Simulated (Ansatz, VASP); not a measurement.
# Two plane-wave programs on Ti

The input INCAR:

```
SYSTEM = Ti
ALGO = Normal
EDIFF = 1E-6
ENCUT = 500
GGA = PS
GGA_COMPAT = .False.
ISIF = 2
ISMEAR = 0
LASPH = .True.
LCHARG = .True.
LELF = .True.
LREAL = .False.
LVHAR = .True.
LWAVE = .False.
NBANDS = 19
NELM = 120
PREC = Accurate
SIGMA = 0.1
```

File KPOINTS:

```
k-points
0
Gamma
  12 12 8
  0 0 0
```

File POSCAR:

```
Ti
1.0
    2.9004352380      0.0000000000      0.0000000000
   -1.4502176190      2.5118505982      0.0000000000
    0.0000000000      0.0000000000      4.5909904729
Ti
2
Direct
    0.3333333333      0.6666666667      0.2500000000
    0.6666666667      0.3333333333      0.7500000000
```

Input for Ansatz:

```yaml
crystal:
  lattice:
    - [2.900435238, 0.0, 0.0]
    - [-1.450217619, 2.5118505982, 0.0]
    - [0.0, 0.0, 4.5909904729]
  atoms:
    - { symbol: Ti, position: [0.3333333333, 0.6666666667, 0.25] }
    - { symbol: Ti, position: [0.6666666667, 0.3333333333, 0.75] }
basis:
  ecutwfc: 420
kpoints:
  mp_grid: { grid: [12, 12, 8] }
hamiltonian:
  xc: pbesol
scf:
  occupations: { method: gaussian, width: 0.1 }
output:
  forces: true
  stress: true
  eigenvalues: true
```

Alike in both runs: task single point; functional PBEsol; k mesh 12 × 12 × 8; occupations gaussian, width 0.1 eV; no spin polarisation.

```csv
,VASP,Ansatz
version,VASP 6.6.1,Ansatz 0.2.0
potentials or method,"VASP PAW PBE potentials, release 64 (Ti_sv), cutoff 500 eV","scalar-relativistic, plane waves, PAW"
valence electrons in the cell,24,24
```

|  | VASP | Ansatz | Ansatz less VASP |
| --- | --- | --- | --- |
| gap on the k mesh at the Fermi level (eV) | none | none | - |
| pressure (GPa) | -0.3 | 0.0 | +0.30 |
| traceless stress, the component that is largest in VASP (GPa) | 0.15 | 0.14 | -0.001 |

VASP's potentials were made for PBE, not for PBEsol. A gap of «none» marks a metal or a gap that the smearing closes.
